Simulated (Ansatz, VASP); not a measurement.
Two plane-wave programs on As

```
As
1.0
     1.86163    1.07481    3.67320
    -1.86163    1.07481    3.67320
     0.00000   -2.14963    3.67320
As
2
Direct
  0.22443 0.22443 0.22443
  0.77557 0.77557 0.77557
```

Change from the starting cell: volume scaled by 0.975, PAW files.

Alike in both runs: task electric field gradients; functional PBEsol; k mesh 12 × 12 × 12; occupations fermi-dirac, width 0.05 eV; no spin polarisation.

```csv
,VASP,Ansatz
version,VASP 6.6.1,Ansatz 0.2.0
potentials or method,"VASP PAW PBE potentials, release 64 (As)","PAW with Ansatz's default frozen-core files, scalar-relativistic"
plane-wave cutoff (eV),520,420
valence electrons in the cell,10,30
```

```tsv
	VASP	Ansatz	Ansatz less VASP
pressure (GPa)	0.8	0.4	-0.43
traceless stress, the component that is largest in VASP (GPa)	-1.14	-1.03	+0.113
rms of the force components (eV/Å)	0.253	0.209	-0.0442
size of Vzz on the site where it differs most (V/Å²)	51.5	55.2	+3.70
```

VASP's potentials were made for PBE, not for PBEsol. Atom by atom the forces differ by 0.044 eV/Å (rms over components). VASP's potentials hold 10 valence electrons a cell and Ansatz's 30, so a difference there can come from the potentials and not from the codes.
